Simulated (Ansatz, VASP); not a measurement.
**HgTe in VASP and in Ansatz**

```
Hg Te
1.0
     0.00000    3.24237    3.24237
     3.24237    0.00000    3.24237
     3.24237    3.24237    0.00000
Hg Te
1 1
Direct
  0.00000 0.00000 0.00000
  0.50000 0.50000 0.50000
```

Alike in both runs: task single point; functional HSE06; k mesh 4 × 4 × 4; occupations fermi-dirac, width 0.05 eV; no spin polarisation.

|  | VASP | Ansatz |
| --- | --- | --- |
| version | VASP 6.6.1 | Ansatz 0.2.0 |
| potentials or method | VASP PAW PBE potentials, release 64 (Hg, Te) | Ansatz PAW |
| plane-wave cutoff (eV) | 520 | 420 |
| valence electrons in the cell | 18 | 36 |

```csv
,VASP,Ansatz,Ansatz less VASP
gap on the k mesh at the Fermi level (eV),none,none,-
pressure (GPa),-5.7,-5.6,+0.07
```

A gap of «none» marks a metal or a gap that the smearing closes. The functional is the same, so the differences come from potentials, cutoffs and numerics. VASP's potentials hold 18 valence electrons a cell and Ansatz's 36, so a difference there can come from the potentials and not from the codes.

The k mesh is coarse, so the values compare programs but aren't converged. Spin-orbit coupling is off throughout.
